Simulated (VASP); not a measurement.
A run of VASP 6.6.1 is set up as follows.

The input INCAR:

```
PREC     = Accurate       # precision mode
ENCUT    = 520            # plane-wave cutoff, eV
EDIFF    = 1E-6           # SCF threshold, eV
ISMEAR   = 1              # smearing method
SIGMA    = 0.02           # smearing width, eV
LREAL    = False          # projectors in reciprocal space
LASPH    = True           # aspherical terms in the spheres
NELM     = 150            # most SCF steps
ALGO     = Fast           # electronic algorithm
ISIF     = 2              # what is computed and relaxed
LWAVE    = False          # write WAVECAR
LCHARG   = False          # write CHGCAR
ISPIN    = 2              # spin polarisation
MAGMOM   = 3 -3 0 0 0 0   # initial moments
LORBIT   = 11             # projections on sites
LMAXMIX  = 4              # l up to which the mixer works
GGA      = CA             # functional
NBANDS   = 37             # bands
```

The input KPOINTS:

```
Automatic mesh
0
Gamma
  7 7 2
```

Contents of POSCAR:

```
CrO2
1.0
    1.4318600000     -2.6135190000      0.0000000000
    1.4318600000      2.6135190000      0.0000000000
    0.0000000000      0.0000000000     10.7884890000
Cr O
2 4
Direct
    0.0000000000      0.0000000000      0.5000000000
    0.0000000000      0.0000000000      0.0000000000
    0.6640970000      0.3359030000      0.5891990000
    0.6640970000      0.3359030000      0.9108010000
    0.3359030000      0.6640970000      0.4108010000
    0.3359030000      0.6640970000      0.0891990000
```

Potentials or basis: VASP PAW LDA potentials, release 64 (Cr_pv, O).

Launch:

```bash
$ cat potpaw_LDA.64/Cr_pv/POTCAR potpaw_LDA.64/O/POTCAR > POTCAR
$ mpirun -np 1 vasp_std > vasp.out
```

Estimate the band gap on the k mesh.

zero (filled and empty bands overlap).

Predict the pressure.

-16.2 GPa.

Estimate the largest force.

1.335 eV/Å.

Predict the net moment.

0.00 μB per cell.

Stress tensor (GPa, compression positive):
```
-15.42   0.00   0.00
  0.00 -22.11   0.00
  0.00   0.00 -11.03
```

Caveat: the cell stands under tension; semilocal functionals often make such compounds metallic where correlation or magnetic order opens a gap, which also shifts bond lengths; forces of over 1 eV/Å act on the atoms, so gaps and moduli don't describe the material at rest. With open d or f shells a metallic result of LDA can be an artefact of self-interaction; +U or a hybrid may open a gap.
